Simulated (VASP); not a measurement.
Here is a VASP 6.6.1 calculation.

The input INCAR:

```
PREC = Accurate ; ENCUT = 600
EDIFF = 1E-6 ; ISMEAR = 0
SIGMA = 0.1 ; LREAL = False
LASPH = True ; NELM = 100
ALGO = Normal ; ISIF = 3
LWAVE = False ; LCHARG = False
GGA = PE ; IBRION = 2
NSW = 100 ; EDIFFG = -0.01
```

The input KPOINTS:

```
Automatic mesh
0
Gamma
  10 10 10
```

POSCAR

```
B12Ru
1.0
    0.0000000000      3.6915273358      3.6915273358
    3.6915273358      0.0000000000      3.6915273358
    3.6915273358      3.6915273358      0.0000000000
B Ru
12 1
Direct
    0.5000000000      0.5000000000      0.8411088528
    0.1588911472      0.5000000000      0.8411088528
    0.5000000000      0.1588911472      0.8411088528
    0.1588911472      0.8411088528      0.5000000000
    0.5000000000      0.8411088528      0.5000000000
    0.5000000000      0.8411088528      0.1588911472
    0.8411088528      0.1588911472      0.5000000000
    0.8411088528      0.5000000000      0.1588911472
    0.8411088528      0.5000000000      0.5000000000
    0.5000000000      0.5000000000      0.1588911472
    0.5000000000      0.1588911472      0.5000000000
    0.1588911472      0.5000000000      0.5000000000
    0.0000000000      0.0000000000      0.0000000000
```

Potentials or basis: VASP PAW PBE potentials, release 64 (B, Ru_pv).

Launch:

```sh
$ cat potpaw_PBE.64/B/POTCAR potpaw_PBE.64/Ru_pv/POTCAR > POTCAR
$ mpirun -np 1 vasp_std > vasp.out
```

Task: Estimate the relaxed volume.

Result: 7.74 Å³/atom.

Task: Predict the relaxed cell.

Result: a = 5.220 Å, b = 5.220 Å, c = 5.220 Å, α = 60.00°, β = 60.00°, γ = 60.00°.

Final structure:
```
B Ru
1.0
     0.00000    3.69137    3.69137
     3.69137    0.00000    3.69137
     3.69137    3.69137    0.00000
B Ru
12 1
Direct
  0.50000 0.50000 0.84115
  0.15885 0.50000 0.84115
  0.50000 0.15885 0.84115
  0.15885 0.84115 0.50000
  0.50000 0.84115 0.50000
  0.50000 0.84115 0.15885
  0.84115 0.15885 0.50000
  0.84115 0.50000 0.15885
  0.84115 0.50000 0.50000
  0.50000 0.50000 0.15885
  0.50000 0.15885 0.50000
  0.15885 0.50000 0.50000
  0.00000 0.00000 0.00000
```
